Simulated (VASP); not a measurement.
# FeGe (anti NiAs type) (P6_3/mmc) in VASP: a series of runs

The runs below take FeGe (anti NiAs type) through single point, with PBEsol.

Program: VASP 6.6.1. These are calculated values, not measurements. Logs are shortened: lines on timing, memory, paths and dates and some standing lists are left out, and cuts for length are marked.

## Step 1: The cell of the first run

Symmetry: P6_3/mmc, No. 194, hexagonal system. The conventional cell has a = 3.382 Å, b = 3.382 Å, c = 4.989 Å, α = 90.00°, β = 90.00°, γ = 120.00°. Within 3.1 Å of Ge (site symmetry -3m) lie 6 Fe at 2.32 Å and 2 Ge at 2.49 Å. Within 3.2 Å of Fe (site symmetry -6m2) lie 6 Ge at 2.32 Å and 6 Fe at 3.17 Å.

## Step 2: Single point, PBEsol, collinear spin, ferromagnetic start

Contents of INCAR:

```
PREC = Accurate
ENCUT = 520
EDIFF = 1E-7
ISMEAR = -1
SIGMA = 0.08
LREAL = False
LASPH = True
NELM = 150
ALGO = Normal
ISIF = 2
LWAVE = False
LCHARG = False
ISPIN = 2
MAGMOM = 0 0 2.5 2.5
LORBIT = 11
LMAXMIX = 4
GGA = PS
NBANDS = 34
```

Contents of KPOINTS:

```
regular mesh
0
Gamma
  11 11 6
```

Contents of POSCAR:

```
FeGe
1.0
    3.3821173314      0.0000000000      0.0000000000
   -1.6910586657      2.9289995276      0.0000000000
    0.0000000000      0.0000000000      4.9887272895
Ge Fe
2 2
Direct
    0.0000000000      0.0000000000      0.0000000000
    0.0000000000      0.0000000000      0.5000000000
    0.3333333333      0.6666666667      0.2500000000
    0.6666666667      0.3333333333      0.7500000000
```

Potentials or basis: VASP PAW PBE potentials, release 64 (Ge_d, Fe).

The run is started by

```console
cat potpaw_PBE.64/Ge_d/POTCAR potpaw_PBE.64/Fe/POTCAR > POTCAR
mpirun -np 1 vasp_std > vasp.out
```

OUTCAR:

```text
PREC = Accurate
   ENCUT = 520
   EDIFF = 1E-7
   ISMEAR = -1
   LREAL = False
   LASPH = True
   NELM = 150
   ISIF = 2
   ISPIN = 2
   LORBIT = 11
   GGA = PS

 ion  position               nearest neighbor table
   1  0.000  0.000  0.000-   3 2.32   4 2.32   4 2.32   3 2.32   4 2.32   3 2.32   2 2.49   2 2.49

   2  0.000  0.000  0.500-   3 2.32   4 2.32   4 2.32   3 2.32   4 2.32   3 2.32   1 2.49   1 2.49

   3  0.333  0.667  0.250-   1 2.32   2 2.32   1 2.32   2 2.32   1 2.32   2 2.32
   4  0.667  0.333  0.750-   1 2.32   2 2.32   1 2.32   2 2.32   1 2.32   2 2.32

  LATTYP: Found a hexagonal cell.
 ALAT       =     3.3821173314
 C/A-ratio  =     1.4750308167

  Lattice vectors:

 A1 = (   3.3821173314,   0.0000000000,   0.0000000000)
 A2 = (  -1.6910586657,   2.9289995276,   0.0000000000)
 A3 = (   0.0000000000,   0.0000000000,   4.9887272895)

Analysis of symmetry for initial positions (statically):
=====================================================================
 Subroutine PRICEL returns:
 Original cell was already a primitive cell.

 Routine SETGRP: Setting up the symmetry group for a
 hexagonal supercell.

 Subroutine GETGRP returns: Found 24 space group operations
 (whereof 12 operations were pure point group operations)
 out of a pool of 24 trial point group operations.

The static configuration has the point symmetry D_3d.
 The point group associated with its full space group is D_6h.

Analysis of symmetry for dynamics (positions and initial velocities):
=====================================================================
 Subroutine PRICEL returns:
 Original cell was already a primitive cell.

 Routine SETGRP: Setting up the symmetry group for a
 hexagonal supercell.

 Subroutine GETGRP returns: Found 24 space group operations
 (whereof 12 operations were pure point group operations)
 out of a pool of 24 trial point group operations.

The dynamic configuration has the point symmetry D_3d.
 The point group associated with its full space group is D_6h.

Analysis of structural, dynamic, and magnetic symmetry:
=====================================================================
 Subroutine PRICEL returns:
 Original cell was already a primitive cell.

 Routine SETGRP: Setting up the symmetry group for a
 hexagonal supercell.

 Subroutine GETGRP returns: Found 24 space group operations
 (whereof 12 operations were pure point group operations)
 out of a pool of 24 trial point group operations.

The overall configuration has the point symmetry D_3d.
 The point group associated with its full space group is D_6h.

 Subroutine INISYM returns: Found 24 space group operations
 (whereof 12 operations are pure point group operations),
 and found     1 'primitive' translations

----------------------------------------------------------------------------------------

                                     Primitive cell

  volume of cell :      49.4194

  direct lattice vectors                    reciprocal lattice vectors
     3.382117331  0.000000000  0.000000000     0.295672770  0.170706753  0.000000000
    -1.691058666  2.928999528  0.000000000     0.000000000  0.341413507  0.000000000
     0.000000000  0.000000000  4.988727289     0.000000000  0.000000000  0.200451927

  length of vectors
     3.382117331  3.382117331  4.988727289     0.341413507  0.341413507  0.200451927

  position of ions in fractional coordinates (direct lattice)
     0.000000000  0.000000000  0.000000000
     0.000000000  0.000000000  0.500000000
     0.333333333  0.666666667  0.250000000
     0.666666667  0.333333333  0.750000000

  ion indices of the primitive-cell ions
   primitive index   ion index
                 1           1
                 2           2
                 3           3
                 4           4

----------------------------------------------------------------------------------------

 KPOINTS: regular mesh

Automatic generation of k-mesh.
 Grid dimensions read from file:
 generate k-points for:   11   11    6

 Generating k-lattice:

  Cartesian coordinates                     Fractional coordinates (reciprocal lattice)
     0.026879343  0.015518796  0.000000000     0.090909091 -0.000000000  0.000000000
     0.000000000  0.031037592  0.000000000     0.000000000  0.090909091  0.000000000
     0.000000000  0.000000000  0.033408655     0.000000000  0.000000000  0.166666667

  Length of vectors
     0.031037592  0.031037592  0.033408655

  Shift w.r.t. Gamma in fractional coordinates (k-lattice)
     0.000000000  0.000000000  0.000000000

 Subroutine IBZKPT returns following result:
 ===========================================

 Found     64 irreducible k-points:

 Following reciprocal coordinates:
            Coordinates               Weight
  0.000000  0.000000  0.000000      1.000000
  0.090909  0.000000  0.000000      6.000000
  0.181818  0.000000  0.000000      6.000000
  0.272727  0.000000  0.000000      6.000000
  0.363636 -0.000000  0.000000      6.000000
  0.454545  0.000000  0.000000      6.000000
[... 16 lines left out ...]
  0.090909  0.090909  0.166667     12.000000
  0.181818  0.090909  0.166667     24.000000
 [... further k-points ...]
   k-points           NKPTS =     64   k-points in BZ     NKDIM =     64   number of bands    NBANDS=     34
   number of dos      NEDOS =    301   number of ions     NIONS =      4
   total plane-waves  NPLWV =  31360
   dimension x,y,z NGX =    28 NGY =   28 NGZ =   40
   dimension x,y,z NGXF=    56 NGYF=   56 NGZF=   80
   ions per type =               2   2
   NGX,Y,Z   is equivalent  to a cutoff of  13.76, 13.76, 13.33 a.u.
   NGXF,Y,Z  is equivalent  to a cutoff of  27.53, 27.53, 26.66 a.u.
 SYSTEM =  unknown system
   PREC   = accura    normal or accurate (medium, high low for compatibility)
   ISTART =      0    job   : 0-new  1-cont  2-samecut
   ICHARG =      2    charge: 1-file 2-atom 10-const
   ISPIN  =      2    spin polarized calculation?
   LNONCOLLINEAR =      F non collinear calculations
   LSORBIT =      F    spin-orbit coupling
   LASPH  =      T    aspherical Exc in radial PAW
   ENCUT  =  520.0 eV  38.22 Ry    6.18 a.u.   6.29  6.29  9.28*2*pi/ulx,y,z
   NELM   =    150;   NELMIN=  2; NELMDL= -5     # of ELM steps
   EDIFF  = 0.1E-06   stopping-criterion for ELM
   LREAL  =      F    real-space projection
   EDIFFG = 0.1E-05   stopping-criterion for IOM
   NSW    =      0    number of steps for IOM
   IBRION =     -1    ionic relax: 0-MD 1-quasi-New 2-CG
   NFREE  =      0    steps in history (QN), initial steepest desc. (CG)
   ISIF   =      2    stress and relaxation
   ISYM   =      2    0-nonsym 1-usesym 2-fastsym
   POTIM  = 0.5000    time-step for ionic-motion
   TEBEG  =    0.0;   TEEND  =   0.0 temperature during run
   PSTRESS=    0.0 pullay stress
   NELECT =      44.0000    total number of electrons
   NUPDOWN=      -1.0000    fix difference up-down
   EMIN   =  10.00;   EMAX   =-10.00  energy-range for DOS
   EFERMI =   0.00;   METHOD = LEGACY
   ISMEAR =    -1;   SIGMA  =   0.08  broadening in eV -4-tet -1-fermi 0-gaus
   EFERMI_NEDOS =   21; number of points for ismear=-14 and -15
   IALGO  =     38    algorithm
   IMIX   =      4    mixing-type and parameters
     AMIX     =   0.40;   BMIX     =  1.00
     AMIX_MAG =   1.60;   BMIX_MAG =  1.00
  volume/ion in A,a.u.               =      12.35        83.37
  Fermi-wavevector in a.u.,A,eV,Ry     =   1.574925  2.976176 33.747728  2.480388
  Thomas-Fermi vector in A             =   2.675986
   LORBIT       =     11    0 simple, 1 ext, 2 COOP (PROOUT), +10 PAW based schemes
   GGA     = PS    functional components
   LHFCALC =     F    Hartree Fock is set to
   AEXX    =    0.0000 exact exchange contribution
   IVDW    =     0    specifies the selected vdW correction
   LEPSILON=     F    determine dielectric tensor
   LRPA    =     F    only Hartree local field effects (RPA)
 spin polarized calculation
  energy-cutoff  :      520.00
  volume of cell :       49.42
 maximum number of plane-waves:      1351
 NGX is ok and might be reduce to    28
   NGX = 13   NGY = 13   NGZ = 19

 number of electron      43.9999982 magnetization      -0.0292183

 number of electron      43.9999982 magnetization       0.0006107

 Free energy of the ion-electron system (eV)
  ---------------------------------------------------
  ext. energy  EPLUGINS =         0.00000000
  ---------------------------------------------------
  free energy    TOTEN  =       -26.44070707 eV

  energy without entropy =      -26.39976313  energy(sigma->0) =      -26.42023510

 E-fermi :   8.3009     XC(G=0): -13.1428

 val. band max:        8.2584292413   @ k =   0.4545   0.0909   0.0000
 cond. band min:       8.3410046193   @ k =   0.3636  -0.0000   0.0000
 fundamental gap:      0.0825753779
 Fermi energy:         8.3009131717

 spin component 1

 k-point     1 :       0.0000    0.0000    0.0000
  band No.  band energies     occupation
      1     -16.5103      1.00000
      2     -16.3459      1.00000
      3     -16.3459      1.00000
      4     -16.2140      1.00000
      5     -16.2140      1.00000
      6     -16.1924      1.00000
[... 26 lines left out ...]
     33      21.0679      0.00000
     34      22.0287      0.00000

 k-point     2 :       0.0909    0.0000    0.0000
  band No.  band energies     occupation
      1     -16.5090      1.00000
      2     -16.3474      1.00000
      3     -16.3456      1.00000
      4     -16.2126      1.00000
      5     -16.2120      1.00000
      6     -16.1934      1.00000
[... 26 lines left out ...]
     33      20.9115      0.00000
     34      20.9594      0.00000
[... 775 lines left out ...]
     33      19.9134      0.00000
     34      20.6483      0.00000

 k-point    24 :       0.1818    0.0909    0.1667
  band No.  band energies     occupation
      1     -16.4735      1.00000
      2     -16.3427      1.00000
      3     -16.3336      1.00000
      4     -16.2112      1.00000
      5     -16.2089      1.00000
      6     -16.1956      1.00000
[... 26 lines left out ...]
     33      19.3958      0.00000
     34      21.4626      0.00000

 [... further k-points ...]

 spin component 2

 k-point     1 :       0.0000    0.0000    0.0000
  band No.  band energies     occupation
      1     -16.5103      1.00000
      2     -16.3459      1.00000
      3     -16.3459      1.00000
      4     -16.2140      1.00000
      5     -16.2140      1.00000
      6     -16.1924      1.00000
[... 26 lines left out ...]
     33      21.0679      0.00000
     34      22.0288      0.00000

 k-point     2 :       0.0909    0.0000    0.0000
  band No.  band energies     occupation
      1     -16.5090      1.00000
      2     -16.3474      1.00000
      3     -16.3456      1.00000
      4     -16.2126      1.00000
      5     -16.2120      1.00000
      6     -16.1934      1.00000
[... 26 lines left out ...]
     33      20.9116      0.00000
     34      20.9597      0.00000
[... 775 lines left out ...]
     33      19.9135      0.00000
     34      20.6481      0.00000

 k-point    24 :       0.1818    0.0909    0.1667
  band No.  band energies     occupation
      1     -16.4735      1.00000
      2     -16.3427      1.00000
      3     -16.3336      1.00000
      4     -16.2112      1.00000
      5     -16.2089      1.00000
      6     -16.1956      1.00000
[... 26 lines left out ...]
     33      19.3959      0.00000
     34      21.4626      0.00000

 [... further k-points ...]

------------------------ aborting loop because EDIFF is reached ----------------------------------------

  FORCE on cell =-STRESS in cart. coord.  units (eV):
  Direction    XX          YY          ZZ          XY          YZ          ZX
  --------------------------------------------------------------------------------------
  -------------------------------------------------------------------------------------
  Total        5.4552179      5.4552179      5.4855905      0.0000000      0.0000000      0.0000000
  in kB      176.8580993    176.8580993    177.8427771      0.0000000      0.0000000      0.0000000
  external PRESSURE =     177.1863252 kB  Pullay stress =       0.0000000 kB

 VOLUME and BASIS-vectors are now :
 -----------------------------------------------------------------------------
  energy-cutoff  :      520.00
  volume of cell :       49.42
      direct lattice vectors                 reciprocal lattice vectors
     3.382117331  0.000000000  0.000000000     0.295672770  0.170706753  0.000000000
    -1.691058666  2.928999528  0.000000000     0.000000000  0.341413507  0.000000000
     0.000000000  0.000000000  4.988727289     0.000000000  0.000000000  0.200451927

 POSITION                                       TOTAL-FORCE (eV/Angst)
 -----------------------------------------------------------------------------------
      0.00000      0.00000      0.00000         0.000000      0.000000      0.000000
      0.00000      0.00000      2.49436         0.000000      0.000000      0.000000
     -0.00000      1.95267      1.24718         0.000000     -0.000000     -0.000000
      1.69106      0.97633      3.74155        -0.000000      0.000000     -0.000000
 -----------------------------------------------------------------------------------
    total drift:                                0.000000     -0.000000     -0.000000

  FREE ENERGIE OF THE ION-ELECTRON SYSTEM (eV)
  ---------------------------------------------------
  free  energy   TOTEN  =       -26.4407070747 eV

  energy  without entropy=      -26.3997631295  energy(sigma->0) =      -26.42023510

 total charge

# of ion       s       p       d       tot
------------------------------------------
    1        1.132   1.459  10.153  12.744
    2        1.132   1.459  10.153  12.744
    3        0.400   0.490   6.719   7.608
    4        0.400   0.490   6.719   7.608
--------------------------------------------------
tot          3.064   3.898  33.743  40.705

 magnetization (x)

# of ion       s       p       d       tot
------------------------------------------
    1       -0.000  -0.000  -0.000  -0.000
    2       -0.000  -0.000  -0.000  -0.000
    3        0.000  -0.000   0.000   0.000
    4        0.000  -0.000   0.000   0.000
--------------------------------------------------
tot         -0.000  -0.000   0.000   0.000
```

Wall time 3.9 min (1 thread of Oxide Virtual Turin-like, shared host); peak memory 0.27 GiB.

Results:

| Property | Result |
| --- | --- |
| Free energy | -26.4407 eV |
| Pressure | 17.7 GPa |
| Band gap on the k mesh | zero (filled and empty bands overlap) |
| Net moment | 0.00 μB per cell |
| Valence electrons inside the program's atomic spheres | Ge 12.74; Fe 7.61 |

Stress tensor (GPa, compression positive):
```
17.69  0.00  0.00
 0.00 17.69  0.00
 0.00  0.00 17.78
```

Caveat: the cell stands under pressure; the moments typed at the start vanished in this run; the PAW data sets were made with another functional, which shifts forces and pressure a little.

## Step 3: Single point, PBEsol, collinear spin, ferromagnetic start

Contents of INCAR:

```
PREC     = Accurate       # precision mode
ENCUT    = 520            # plane-wave cutoff, eV
EDIFF    = 1E-7           # SCF threshold, eV
ISMEAR   = -1             # smearing method
SIGMA    = 0.08           # smearing width, eV
LREAL    = False          # projectors in reciprocal space
LASPH    = True           # aspherical terms in the spheres
NELM     = 150            # most SCF steps
ALGO     = Normal         # electronic algorithm
ISIF     = 2              # what is computed and relaxed
LWAVE    = False          # write WAVECAR
LCHARG   = False          # write CHGCAR
ISPIN    = 2              # spin polarisation
MAGMOM   = 0 0 2.5 2.5    # initial moments
LORBIT   = 11             # projections on sites
LMAXMIX  = 4              # l up to which the mixer works
GGA      = PS             # functional
NBANDS   = 34             # bands
```

Contents of KPOINTS:

```
Automatic mesh
0
Gamma
  11 11 6
```

Edit POSCAR of step 2 so:

```diff
@@ -4,3 +4,3 @@
    -1.6910586657      2.9289995276      0.0000000000
-    0.0000000000      0.0000000000      4.9887272895
+    0.0000000000      0.0000000000      4.9887272896
 Ge Fe
```

Potentials or basis: VASP PAW PBE potentials, release 64 (Ge_d, Fe).

The run is started by

```console
cat potpaw_PBE.64/Ge_d/POTCAR potpaw_PBE.64/Fe/POTCAR > POTCAR
mpirun -np 1 vasp_std > vasp.out
```

It took 3.5 min on 1 thread of Oxide Virtual Turin-like, shared host; peak memory 0.27 GiB.

Results (log left out):

| Item | Value |
| --- | --- |
| Free energy | -26.4407 eV |
| Pressure | 17.7 GPa |
| Band gap on the k mesh | zero (filled and empty bands overlap) |
| Net moment | 0.00 μB per cell |
| Valence electrons inside the program's atomic spheres | Ge 12.74; Fe 7.61 |

Stress tensor (GPa, compression positive):
```
17.69  0.00  0.00
 0.00 17.69  0.00
 0.00  0.00 17.78
```

Levels at points of the mesh, in eV from the Fermi level:
Spin up:
| k point | band 18 | band 19 | band 20 | band 21 | band 22 | band 23 | band 24 | band 25 | band 26 | band 27 |
| --- | --- | --- | --- | --- | --- | --- | --- | --- | --- | --- |
| (0.00, 0.00, 0.00) | -1.43 | -1.43 | -1.28 | -1.27 | -1.27 | 0.35 | 5.00 | 5.00 | 6.54 | 7.10 |
| (0.00, 0.00, 0.50) | -2.58 | -0.84 | -0.84 | -0.84 | -0.84 | 2.77 | 2.77 | 5.19 | 5.19 | 5.19 |
Spin down:
```tsv
k point	band 18	band 19	band 20	band 21	band 22	band 23	band 24	band 25	band 26	band 27
(0.00, 0.00, 0.00)	-1.43	-1.43	-1.28	-1.27	-1.27	0.35	5.00	5.00	6.54	7.10
(0.00, 0.00, 0.50)	-2.58	-0.84	-0.84	-0.84	-0.84	2.77	2.77	5.19	5.19	5.19
```

Caveat: the cell stands under pressure; the moments typed at the start vanished in this run; the PAW data sets were made with another functional, which shifts forces and pressure a little.

The gap in the log of VASP goes by the Fermi energy; the results here count the filled bands.